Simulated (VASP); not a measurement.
ZnSe (Stilleite): density of states with PBE

ZnSe (Stilleite):

```
Zn Se
1.0
     0.00000    2.83380    2.83380
     2.83380    0.00000    2.83380
     2.83380    2.83380    0.00000
Zn Se
1 1
Direct
  0.00000 0.00000 0.00000
  0.25000 0.25000 0.25000
```

```
Program                 : VASP 6.6.1
Task                    : density of states
Functional              : PBE
Potentials or basis     : VASP PAW PBE potentials, release 64 (Zn, Se)
Cutoff                  : 520 eV
k mesh                  : 6 × 6 × 6
Occupations             : gaussian, width 0.01 eV
Spin                    : no spin polarisation
Dipole correction       : no
k mesh for the DOS      : 9 × 9 × 9
Occupations for the DOS : tetrahedron
Further INCAR settings  : ALGO = Normal; EDIFF = 1e-07
```

* Valence electrons inside the program's atomic spheres: Zn 10.77; Se 3.89

Levels at points of the mesh, in eV from the valence-band top:
| k point | band 5 | band 6 | band 7 | band 8 | band 9 | band 10 | band 11 | band 12 | band 13 |
| --- | --- | --- | --- | --- | --- | --- | --- | --- | --- |
| (0.00, 0.00, 0.00) | -6.18 | -6.18 | 0.00 | 0.00 | 0.00 | 1.29 | 5.80 | 5.80 | 5.80 |

It took 53 s on 1 thread of Intel Xeon 6975P-C, on a shared host, peak memory 0.17 GiB.
